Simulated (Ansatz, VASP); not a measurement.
**C: VASP beside Ansatz**

The input INCAR:

```
SYSTEM = C
PREC     = Accurate       ! precision mode
ENCUT    = 910            ! plane-wave cutoff, eV
EDIFF    = 1E-6           ! SCF threshold, eV
ISMEAR   = 0              ! smearing method
SIGMA    = 0.05           ! smearing width, eV
LREAL    = .False.        ! projectors in reciprocal space
LASPH    = .True.         ! aspherical terms in the spheres
NELM     = 120            ! most SCF steps
ALGO     = Normal         ! electronic algorithm
ISIF     = 2              ! what is computed and relaxed
LWAVE    = .False.        ! write WAVECAR
LCHARG   = .False.        ! write CHGCAR
NBANDS   = 31             ! bands
GGA_COMPAT= .False.
```

Contents of KPOINTS:

```
Automatic mesh
0
Gamma
  10 10 3
  0 0 0
```

POSCAR

```
C
1.0
   -2.4912907516      0.0000000000      0.0000000000
   -1.2456453758     -2.1575210791      0.0000000000
   -0.9341094673     -0.5393083524     10.2538776052
C
10
Direct
   -0.4850764425     -0.4850764425      0.8741556576
    0.5521464225      0.5521464225      0.7252443424
    0.0353241222      0.0353241222      0.1257869493
    0.6150458578      0.6150458578      0.4736130507
   -0.0019234208     -0.0019234208      0.2747969895
    0.6522934008      0.6522934008      0.3246030105
   -0.1642759562     -0.1642759562      0.9242937306
    0.2313459362      0.2313459362      0.6751062694
    0.3811861205      0.3811861205      0.0756656066
    0.2691838595      0.2691838595      0.5237343934
```

Input for Ansatz:

```yaml
crystal:
  lattice:
    - [-2.4912907516, 0.0, 0.0]
    - [-1.2456453758, -2.1575210791, 0.0]
    - [-0.9341094673, -0.5393083524, 10.2538776052]
  atoms:
    - { symbol: C, position: [-0.4850764425, -0.4850764425, 0.8741556576] }
    - { symbol: C, position: [0.5521464225, 0.5521464225, 0.7252443424] }
    - { symbol: C, position: [0.0353241222, 0.0353241222, 0.1257869493] }
    - { symbol: C, position: [0.6150458578, 0.6150458578, 0.4736130507] }
    - { symbol: C, position: [-0.0019234208, -0.0019234208, 0.2747969895] }
    - { symbol: C, position: [0.6522934008, 0.6522934008, 0.3246030105] }
    - { symbol: C, position: [-0.1642759562, -0.1642759562, 0.9242937306] }
    - { symbol: C, position: [0.2313459362, 0.2313459362, 0.6751062694] }
    - { symbol: C, position: [0.3811861205, 0.3811861205, 0.0756656066] }
    - { symbol: C, position: [0.2691838595, 0.2691838595, 0.5237343934] }
basis:
  ecutwfc: 420
kpoints:
  mp_grid: { grid: [10, 10, 3] }
hamiltonian:
  xc: lda
scf:
  occupations: { method: gaussian, width: 0.05 }
output:
  forces: true
  stress: true
  eigenvalues: true
```

Alike in both runs: task single point; functional LDA; k mesh 10 × 10 × 3; occupations gaussian, width 0.05 eV; no spin polarisation.

```csv
,VASP,Ansatz
version,VASP 6.6.1,Ansatz 0.2.0
potentials or method,"VASP PAW LDA potentials, release 64 (C_h), cutoff 910 eV","scalar-relativistic, plane waves, PAW"
valence electrons in the cell,40,40
```

VASP gave:

```
gap on the k mesh at the Fermi level (eV) : none
rms of the force components (eV/Å)        : 0.938
```

Question: Estimate Ansatz's values.

Answer: gap on the k mesh at the Fermi level (eV): none; rms of the force components (eV/Å): 0.944.

LDA's correlation is that of Perdew and Zunger in VASP and of Perdew and Wang (1992) in Ansatz. Atom by atom the forces differ by 0.007 eV/Å (rms over components). A gap of «none» marks a metal or a gap that the smearing closes.

Noted on VASP's run: the cutoff is short for stress, so the pressure is rough.
